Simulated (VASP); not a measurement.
Wanted: the native input for a VASP 6.6.1 run.

* Task: single point
* Functional: PBE
* Potentials or basis: VASP PAW PBE potentials, release 64 (Na_pv, Cl)
* Cutoff: 520 eV
* k mesh: 8 × 8 × 8
* Occupations: gaussian, width 0.05 eV
* Spin: no spin polarisation
* Dipole correction: no
* Further INCAR settings: ALGO = Normal; EDIFF = 1e-07; NBANDS = 14

The structure of NaCl lies in POSCAR:

```
NaCl
1.0
    0.0000000000      2.6547656250      2.8317500000
    3.0087343750      0.0000000000      2.8317500000
    3.0087343750      2.6547656250      0.0000000000
Na Cl
1 1
Direct
    0.0000000000      0.0000000000      0.0000000000
    0.5000000000      0.5000000000      0.5000000000
```

This cell differs from its parent crystal: strain +0.0625 x Voigt [1, -1, 0, 0, 0, 0].

One way to write it, as run:

INCAR

```
PREC = Accurate ; ENCUT = 520
EDIFF = 1E-7 ; ISMEAR = 0
SIGMA = 0.05 ; LREAL = F
LASPH = T ; NELM = 60
ALGO = Normal ; ISIF = 2
LWAVE = F ; LCHARG = F
GGA = PE ; NBANDS = 14
```

KPOINTS

```
regular mesh
0
Gamma
  8 8 8
```

Potentials or basis: VASP PAW PBE potentials, release 64 (Na_pv, Cl).

The run is started by

```sh
$ cat potpaw_PBE.64/Na_pv/POTCAR potpaw_PBE.64/Cl/POTCAR > POTCAR
$ mpirun -np 1 vasp_std > vasp.out
```

Results of the run:

The pressure is 1.3 GPa and the band gap on the k mesh is 5.06 eV, direct.

Caveat: the cell differs from its parent crystal (strain +0.0625 x Voigt [1, -1, 0, 0, 0, 0]).

It took 41 s on 1 thread of Intel(R) Xeon(R) Platinum 8559C (Emerald Rapids), with other jobs on the host, peak memory 0.19 GiB.
